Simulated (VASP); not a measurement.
# ZnO (P6_3mc) in VASP: a series of runs

The runs below take ZnO through single point, with PBEsol.

Everything below comes from runs of VASP 6.6.1. Logs are shortened: lines on timing, memory, paths and dates and some standing lists are left out, and cuts for length are marked.

## Step 1: The cell of the first run

The structure is hexagonal, space group P6_3mc (No. 186). The conventional cell has a = 3.231 Å, b = 3.231 Å, c = 5.215 Å, α = 90.00°, β = 90.00°, γ = 120.00°. Zn (site symmetry 3m) has 4 O at 1.90 to 2.00 Å within 2.5 Å. O (site symmetry 3m) has 4 Zn at 1.90 to 2.00 Å within 2.5 Å.

## Step 2: Single point, PBEsol (c/a of the conventional cell at fixed volume 1.6142)

The input, INCAR:

```
PREC     = Accurate       # precision mode
ENCUT    = 520            # plane-wave cutoff, eV
EDIFF    = 1E-6           # SCF threshold, eV
ISMEAR   = 0              # smearing method
SIGMA    = 0.05           # smearing width, eV
LREAL    = False          # projectors in reciprocal space
LASPH    = True           # aspherical terms in the spheres
NELM     = 80             # most SCF steps
ALGO     = Normal         # electronic algorithm
ISIF     = 2              # what is computed and relaxed
LWAVE    = False          # write WAVECAR
LCHARG   = False          # write CHGCAR
GGA      = PS             # functional
NBANDS   = 26             # bands
```

The input, KPOINTS:

```
regular mesh
0
Gamma
  9 9 6
```

The input, POSCAR:

```
ZnO
1.0
    3.2309318303      0.0000000000      0.0000000000
   -1.6154659151      2.7980690429      0.0000000000
    0.0000000000      0.0000000000      5.2153681419
Zn O
2 2
Direct
    0.3333333333      0.6666666667      0.0015754469
    0.6666666667      0.3333333333      0.5015754469
    0.3333333333      0.6666666667      0.3654345349
    0.6666666667      0.3333333333      0.8654345349
```

Potentials or basis: VASP PAW PBE potentials, release 64 (Zn, O).

Started as:

```bash
$ cat potpaw_PBE.64/Zn/POTCAR potpaw_PBE.64/O/POTCAR > POTCAR
$ mpirun -np 1 vasp_std > vasp.out
```

OUTCAR:

```text
PREC = Accurate
   ENCUT = 520
   EDIFF = 1E-6
   ISMEAR = 0
   LREAL = False
   LASPH = True
   NELM = 80
   ISIF = 2
   GGA = PS

 ion  position               nearest neighbor table
   1  0.333  0.667  0.002-   3 1.90   4 2.00   4 2.00   4 2.00
   2  0.667  0.333  0.502-   4 1.90   3 2.00   3 2.00   3 2.00
   3  0.333  0.667  0.365-   1 1.90   2 2.00   2 2.00   2 2.00
   4  0.667  0.333  0.865-   2 1.90   1 2.00   1 2.00   1 2.00

  LATTYP: Found a hexagonal cell.
 ALAT       =     3.2309318303
 C/A-ratio  =     1.6141993752

  Lattice vectors:

 A1 = (   3.2309318303,   0.0000000000,   0.0000000000)
 A2 = (  -1.6154659151,   2.7980690429,   0.0000000000)
 A3 = (   0.0000000000,   0.0000000000,   5.2153681419)

Analysis of symmetry for initial positions (statically):
=====================================================================
 Subroutine PRICEL returns:
 Original cell was already a primitive cell.

 Routine SETGRP: Setting up the symmetry group for a
 hexagonal supercell.

 Subroutine GETGRP returns: Found 12 space group operations
 (whereof  6 operations were pure point group operations)
 out of a pool of 24 trial point group operations.

The static configuration has the point symmetry C_3v.
 The point group associated with its full space group is C_6v.

Analysis of symmetry for dynamics (positions and initial velocities):
=====================================================================
 Subroutine PRICEL returns:
 Original cell was already a primitive cell.

 Routine SETGRP: Setting up the symmetry group for a
 hexagonal supercell.

 Subroutine GETGRP returns: Found 12 space group operations
 (whereof  6 operations were pure point group operations)
 out of a pool of 24 trial point group operations.

The dynamic configuration has the point symmetry C_3v.
 The point group associated with its full space group is C_6v.

 Subroutine INISYM returns: Found 12 space group operations
 (whereof  6 operations are pure point group operations),
 and found     1 'primitive' translations

----------------------------------------------------------------------------------------

                                     Primitive cell

  volume of cell :      47.1489

  direct lattice vectors                    reciprocal lattice vectors
     3.230931830  0.000000000  0.000000000     0.309508232  0.178694661  0.000000000
    -1.615465915  2.798069043  0.000000000     0.000000000  0.357389323  0.000000000
     0.000000000  0.000000000  5.215368142     0.000000000  0.000000000  0.191741019

  length of vectors
     3.230931830  3.230931830  5.215368142     0.357389323  0.357389323  0.191741019

  position of ions in fractional coordinates (direct lattice)
     0.333333333  0.666666667  0.001575447
     0.666666667  0.333333333  0.501575447
     0.333333333  0.666666667  0.365434535
     0.666666667  0.333333333  0.865434535

  ion indices of the primitive-cell ions
   primitive index   ion index
                 1           1
                 2           2
                 3           3
                 4           4

----------------------------------------------------------------------------------------

 KPOINTS: regular mesh

Automatic generation of k-mesh.
 Grid dimensions read from file:
 generate k-points for:    9    9    6

 Generating k-lattice:

  Cartesian coordinates                     Fractional coordinates (reciprocal lattice)
     0.034389804  0.019854962  0.000000000     0.111111111 -0.000000000  0.000000000
     0.000000000  0.039709925  0.000000000     0.000000000  0.111111111  0.000000000
     0.000000000  0.000000000  0.031956836     0.000000000  0.000000000  0.166666667

  Length of vectors
     0.039709925  0.039709925  0.031956836

  Shift w.r.t. Gamma in fractional coordinates (k-lattice)
     0.000000000  0.000000000  0.000000000

 Subroutine IBZKPT returns following result:
 ===========================================

 Found     48 irreducible k-points:

 Following reciprocal coordinates:
            Coordinates               Weight
[... 43 lines left out ...]

  energy without entropy =      -19.36135836  energy(sigma->0) =      -19.36135836

 E-fermi :   1.3302     XC(G=0): -11.2379

 val. band max:        1.1175120677   @ k =   0.0000   0.0000   0.0000
 cond. band min:       1.8369920941   @ k =   0.0000   0.0000   0.0000
 fundamental gap:      0.7194800264
 Fermi energy:         1.3302021667

 k-point     1 :       0.0000    0.0000    0.0000
  band No.  band energies     occupation
      1     -16.9943      2.00000
      2     -16.2250      2.00000
      3      -4.7695      2.00000
      4      -4.7607      2.00000
      5      -4.5623      2.00000
      6      -4.5623      2.00000
[... 18 lines left out ...]
     25      15.3187      0.00000
     26      15.3187      0.00000

 k-point     2 :       0.1111   -0.0000    0.0000
  band No.  band energies     occupation
      1     -16.9247      2.00000
      2     -16.1955      2.00000
      3      -4.7308      2.00000
      4      -4.6850      2.00000
      5      -4.6035      2.00000
      6      -4.5338      2.00000
[... 18 lines left out ...]
     25      15.3806      0.00000
     26      15.4020      0.00000

 k-point     3 :       0.2222   -0.0000    0.0000
  band No.  band energies     occupation
      1     -16.7382      2.00000
      2     -16.1249      2.00000
      3      -4.8417      2.00000
      4      -4.6233      2.00000
      5      -4.4733      2.00000
      6      -4.4410      2.00000
[... 18 lines left out ...]
     25      14.7039      0.00000
     26      15.2294      0.00000

 k-point     4 :       0.3333   -0.0000    0.0000
  band No.  band energies     occupation
      1     -16.5003      2.00000
      2     -16.0601      2.00000
      3      -4.9510      2.00000
      4      -4.5986      2.00000
      5      -4.4288      2.00000
      6      -4.3022      2.00000
[... 18 lines left out ...]
     25      14.2003      0.00000
     26      15.1090      0.00000
[... 496 lines left out ...]
      1     -16.3603      2.00000
      2     -16.0631      2.00000
      3      -4.8075      2.00000
      4      -4.7439      2.00000
      5      -4.4081      2.00000
      6      -4.3313      2.00000
[... 18 lines left out ...]
     25      12.9823      0.00000
     26      16.2308      0.00000

 k-point    23 :       0.3333    0.2222    0.1667
  band No.  band energies     occupation
      1     -16.2062      2.00000
      2     -16.0598      2.00000
      3      -4.7854      2.00000
      4      -4.5853      2.00000
      5      -4.4245      2.00000
      6      -4.2091      2.00000
[... 18 lines left out ...]
     25      13.8096      0.00000
     26      15.2974      0.00000

 k-point    24 :       0.3333    0.3333    0.1667
  band No.  band energies     occupation
      1     -16.1061      2.00000
      2     -16.1061      2.00000
      3      -4.7387      2.00000
      4      -4.4683      2.00000
      5      -4.4683      2.00000
      6      -4.0044      2.00000
[... 18 lines left out ...]
     25      14.4593      0.00000
     26      15.5277      0.00000

 [... further k-points ...]
[... 5 lines left out ...]
  --------------------------------------------------------------------------------------
  -------------------------------------------------------------------------------------
  Total       -0.4733373     -0.4733373      2.1623487     -0.0000000      0.0000000      0.0000000
  in kB      -16.0845954    -16.0845954     73.4793174     -0.0000000      0.0000000      0.0000000
  external PRESSURE =      13.7700422 kB  Pullay stress =       0.0000000 kB

 VOLUME and BASIS-vectors are now :
 -----------------------------------------------------------------------------
  energy-cutoff  :      520.00
  volume of cell :       47.15
      direct lattice vectors                 reciprocal lattice vectors
     3.230931830  0.000000000  0.000000000     0.309508232  0.178694661  0.000000000
    -1.615465915  2.798069043  0.000000000     0.000000000  0.357389323  0.000000000
     0.000000000  0.000000000  5.215368142     0.000000000  0.000000000  0.191741019

 POSITION                                       TOTAL-FORCE (eV/Angst)
 -----------------------------------------------------------------------------------
     -0.00000      1.86538      0.00822         0.000000     -0.000000     -0.682788
      1.61547      0.93269      2.61590        -0.000000     -0.000000     -0.682788
     -0.00000      1.86538      1.90588        -0.000000     -0.000000      0.682788
      1.61547      0.93269      4.51356        -0.000000      0.000000      0.682788
 -----------------------------------------------------------------------------------
    total drift:                               -0.000001     -0.000001      0.001382

  FREE ENERGIE OF THE ION-ELECTRON SYSTEM (eV)
  ---------------------------------------------------
  free  energy   TOTEN  =       -19.3613583570 eV

  energy  without entropy=      -19.3613583570  energy(sigma->0) =      -19.36135836
```

It took 17 s on 1 thread of Intel Xeon 6975P-C (Granite Rapids), shared host; peak memory 0.18 GiB.

What came out:

```yaml
Free_energy: -19.3614 eV
Pressure: 1.4 GPa
Largest_force: 0.683 eV/Å
Band_gap_on_the_k_mesh: 0.72 eV, direct
```

Forces in eV/Å, atoms in the order of the input:
```
Zn   0.000  0.000 -0.683
Zn   0.000  0.000 -0.683
O    0.000  0.000  0.683
O    0.000  0.000  0.683
```

Caveat: the PAW data sets were made with another functional, which shifts forces and pressure a little.

## Step 3: Single point, PBEsol (c/a of the conventional cell at fixed volume 1.7003)

The input, INCAR:

```
  ALGO = Normal
  EDIFF = 1E-7
  ENCUT = 520
  GGA = PS
  ISIF = 2
  ISMEAR = 0
  LASPH = True
  LCHARG = False
  LREAL = False
  LWAVE = False
  NBANDS = 26
  NELM = 80
  PREC = Accurate
  SIGMA = 0.05
```

The input, KPOINTS:

```
k-points
0
Gamma
  9 9 6
```

The input, POSCAR:

```
ZnO
1.0
    3.1754479730      0.0000000000      0.0000000000
   -1.5877239865      2.7500186130      0.0000000000
    0.0000000000      0.0000000000      5.3992141884
Zn O
2 2
Direct
    0.3333333333      0.6666666667      0.0015754469
    0.6666666667      0.3333333333      0.5015754469
    0.3333333333      0.6666666667      0.4257754335
    0.6666666667      0.3333333333      0.9257754335
```

Potentials or basis: VASP PAW PBE potentials, release 64 (Zn, O).

Started as:

```bash
$ cat potpaw_PBE.64/Zn/POTCAR potpaw_PBE.64/O/POTCAR > POTCAR
$ mpirun -np 1 vasp_std > vasp.out
```

It took 20 s on 1 thread of Intel Xeon 6975P-C (Granite Rapids), shared host; peak memory 0.18 GiB.

The run converged. Its results:

| Item | Value |
| --- | --- |
| Free energy | -19.0107 eV |
| Pressure | 7.8 GPa |
| Largest force | 0.797 eV/Å |
| Band gap on the k mesh | 0.72 eV, direct |

Forces in eV/Å, atoms in the order of the input:
```
Zn   0.000  0.000  0.797
Zn   0.000  0.000  0.797
O    0.000  0.000 -0.797
O    0.000  0.000 -0.797
```

Stress tensor (GPa, compression positive):
```
15.09  0.00  0.00
 0.00 15.09  0.00
 0.00  0.00 -6.74
```

Levels at points of the mesh, in eV from the valence-band top:
| k point | band 14 | band 15 | band 16 | band 17 | band 18 | band 19 | band 20 | band 21 | band 22 | band 23 |
| --- | --- | --- | --- | --- | --- | --- | --- | --- | --- | --- |
| (0.00, 0.00, 0.00) | -0.86 | -0.41 | -0.41 | 0.00 | 0.00 | 0.72 | 4.92 | 7.38 | 13.05 | 13.08 |
| (0.00, 0.00, 0.50) | -2.69 | -0.20 | -0.20 | -0.20 | -0.20 | 3.14 | 3.14 | 9.25 | 9.25 | 13.34 |

Caveat: the PAW data sets were made with another functional, which shifts forces and pressure a little. A k mesh can miss the band edges.

## Step 4: Single point, PBEsol (c/a of the conventional cell at fixed volume 1.4851)

The input, INCAR:

```
PREC = Accurate ; ENCUT = 520
EDIFF = 1E-6 ; ISMEAR = 0
SIGMA = 0.05 ; LREAL = F
LASPH = T ; NELM = 60
ALGO = Normal ; ISIF = 2
LWAVE = F ; LCHARG = T
GGA = PS ; LELF = T
LVHAR = T ; NBANDS = 26
```

The input, KPOINTS:

```
regular mesh
0
Gamma
  9 9 6
```

The input, POSCAR:

```
ZnO
1.0
    3.3219642457      0.0000000000      0.0000000000
   -1.6609821228      2.8769054272      0.0000000000
    0.0000000000      0.0000000000      4.9334491013
Zn O
2 2
Direct
    0.3333333333      0.6666666667      0.0015754469
    0.6666666667      0.3333333333      0.5015754469
    0.3333333333      0.6666666667      0.4106854153
    0.6666666667      0.3333333333      0.9106854153
```

Started as:

```bash
$ cat potpaw_PBE.64/Zn/POTCAR potpaw_PBE.64/O/POTCAR > POTCAR
$ mpirun -np 1 vasp_std > vasp.out
```

Run time: 28 s. Hardware: 1 thread of Intel Xeon 6975P-C (Granite Rapids), shared host; peak memory 0.2 GiB.

It converged, with:

* Free energy: -19.3445 eV
* Pressure: -0.2 GPa
* Largest force: 0.140 eV/Å
* Band gap on the k mesh: 0.77 eV, direct

Forces in eV/Å, atoms in the order of the input:
```
Zn   0.000  0.000  0.140
Zn   0.000  0.000  0.140
O    0.000  0.000 -0.140
O    0.000  0.000 -0.140
```

Stress tensor (GPa, compression positive):
```
-1.69  0.00  0.00
 0.00 -1.69  0.00
 0.00  0.00  2.80
```

Levels at points of the mesh, in eV from the valence-band top:
| k point | band 14 | band 15 | band 16 | band 17 | band 18 | band 19 | band 20 | band 21 | band 22 | band 23 |
| --- | --- | --- | --- | --- | --- | --- | --- | --- | --- | --- |
| (0.00, 0.00, 0.00) | -0.77 | -0.77 | -0.21 | 0.00 | 0.00 | 0.77 | 4.85 | 8.78 | 12.11 | 12.11 |
| (0.00, 0.00, 0.50) | -2.12 | -0.37 | -0.37 | -0.37 | -0.37 | 3.57 | 3.57 | 10.43 | 10.43 | 12.35 |

Caveat: the PAW data sets were made with another functional, which shifts forces and pressure a little.

## Step 5: Single point, PBEsol (c/a of the conventional cell at fixed volume 1.7003)

The input, INCAR:

```
ALGO     = Normal         # electronic algorithm
EDIFF    = 1E-6           # SCF threshold, eV
ENCUT    = 520            # plane-wave cutoff, eV
GGA      = PS             # functional
ISIF     = 2              # what is computed and relaxed
ISMEAR   = 0              # smearing method
LASPH    = True           # aspherical terms in the spheres
LCHARG   = False          # write CHGCAR
LREAL    = False          # projectors in reciprocal space
LWAVE    = False          # write WAVECAR
NBANDS   = 26             # bands
NELM     = 100            # most SCF steps
PREC     = Accurate       # precision mode
SIGMA    = 0.05           # smearing width, eV
```

The input, KPOINTS:

```
k-points
0
Gamma
  9 9 6
```

The input, POSCAR:

```
ZnO
1.0
    3.1754479730      0.0000000000      0.0000000000
   -1.5877239865      2.7500186130      0.0000000000
    0.0000000000      0.0000000000      5.3992141884
Zn O
2 2
Direct
    0.3333333333      0.6666666667      0.0015754469
    0.6666666667      0.3333333333      0.5015754469
    0.3333333333      0.6666666667      0.3654345349
    0.6666666667      0.3333333333      0.8654345349
```

Started as:

```bash
$ cat potpaw_PBE.64/Zn/POTCAR potpaw_PBE.64/O/POTCAR > POTCAR
$ mpirun -np 1 vasp_std > vasp.out
```

Wall time 16 s (1 thread of Intel Xeon 6975P-C (Granite Rapids), shared host); peak memory 0.18 GiB.

It converged, with:

| Quantity | Value |
| --- | --- |
| Free energy | -19.3800 eV |
| Pressure | 0.2 GPa |
| Largest force | 0.087 eV/Å |
| Band gap on the k mesh | 0.61 eV, direct |

Forces in eV/Å, atoms in the order of the input:
```
Zn   0.000  0.000 -0.087
Zn   0.000  0.000 -0.087
O    0.000  0.000  0.087
O    0.000  0.000  0.087
```

Stress tensor (GPa, compression positive):
```
 1.87  0.00  0.00
 0.00  1.87  0.00
 0.00  0.00 -3.13
```

Levels at points of the mesh, in eV from the valence-band top:
```csv
k point,band 16,band 17,band 18,band 19,band 20,band 21
"(0.00, 0.00, 0.00)",-0.16,0.00,0.00,0.61,5.38,7.68
"(0.00, 0.00, 0.50)",-0.40,-0.40,-0.40,3.30,3.30,9.71
```

Caveat: the PAW data sets were made with another functional, which shifts forces and pressure a little.

## Step 6: Single point, PBEsol (c/a of the conventional cell at fixed volume 1.6572)

The input, INCAR:

```
PREC = Accurate
ENCUT = 520
EDIFF = 1E-6
ISMEAR = 0
SIGMA = 0.05
LREAL = False
LASPH = True
NELM = 60
ALGO = Normal
ISIF = 2
LWAVE = False
LCHARG = False
GGA = PS
NBANDS = 26
```

The input, KPOINTS:

```
Automatic mesh
0
Gamma
  9 9 6
```

The input, POSCAR:

```
ZnO
1.0
    3.2027414341      0.0000000000      0.0000000000
   -1.6013707170      2.7736554437      0.0000000000
    0.0000000000      0.0000000000      5.3075831045
Zn O
2 2
Direct
    0.3333333333      0.6666666667      0.0015754469
    0.6666666667      0.3333333333      0.5015754469
    0.3333333333      0.6666666667      0.3805245531
    0.6666666667      0.3333333333      0.8805245531
```

Potentials or basis: VASP PAW PBE potentials, release 64 (Zn, O).

Started as:

```bash
$ cat potpaw_PBE.64/Zn/POTCAR potpaw_PBE.64/O/POTCAR > POTCAR
$ mpirun -np 1 vasp_std > vasp.out
```

Run time: 16 s. Hardware: 1 thread of Intel Xeon 6975P-C (Granite Rapids), shared host; peak memory 0.18 GiB.

The run converged. Its results:

- Free energy: -19.3951 eV
- Pressure: 0.9 GPa
- Largest force: 0.222 eV/Å
- Band gap on the k mesh: 0.65 eV, direct

Forces in eV/Å, atoms in the order of the input:
```
Zn   0.000  0.000  0.222
Zn   0.000  0.000  0.222
O    0.000  0.000 -0.222
O    0.000  0.000 -0.222
```

Stress tensor (GPa, compression positive):
```
 2.87  0.00  0.00
 0.00  2.87  0.00
 0.00  0.00 -3.13
```

Levels at points of the mesh, in eV from the valence-band top:
```csv
k point,band 15,band 16,band 17,band 18,band 19,band 20,band 21,band 22
"(0.00, 0.00, 0.00)",-0.75,-0.17,0.00,0.00,0.65,5.21,7.84,13.05
"(0.00, 0.00, 0.50)",-0.37,-0.37,-0.37,-0.37,3.32,3.32,9.74,9.74
```

Caveat: the PAW data sets were made with another functional, which shifts forces and pressure a little.

## Step 7: The runs side by side

| cell | gap on the mesh (eV) | pressure (GPa) | largest force (eV/Å) |
| --- | --- | --- | --- |
| a = 3.231, b = 3.231, c = 5.215 Å, angles 90.0, 90.0, 120.0°, 4 atoms | 0.72 | 1.4 | 0.68 |
| a = 3.175, b = 3.175, c = 5.399 Å, angles 90.0, 90.0, 120.0°, 4 atoms | 0.61 | 0.2 | 0.09 |
| a = 3.322, b = 3.322, c = 4.933 Å, angles 90.0, 90.0, 120.0°, 4 atoms | 0.77 | -0.2 | 0.14 |
| a = 3.203, b = 3.203, c = 5.308 Å, angles 90.0, 90.0, 120.0°, 4 atoms | 0.65 | 0.9 | 0.22 |

Some of these runs hold the atoms at other places in the same cell, which the table doesn't show; runs alike in all that it shows share one row.

Alike in all rows: task single point; level PBEsol; potentials or basis VASP PAW PBE potentials, release 64 (Zn, O); no spin polarisation; k mesh 9 × 9 × 6; cutoff (eV) 520; smearing gaussian 0.05 eV.

Caveats: the PAW data sets were made with another functional, which shifts forces and pressure a little.

Total energies depend on the potentials used, so only differences within one code and one set of settings carry meaning.
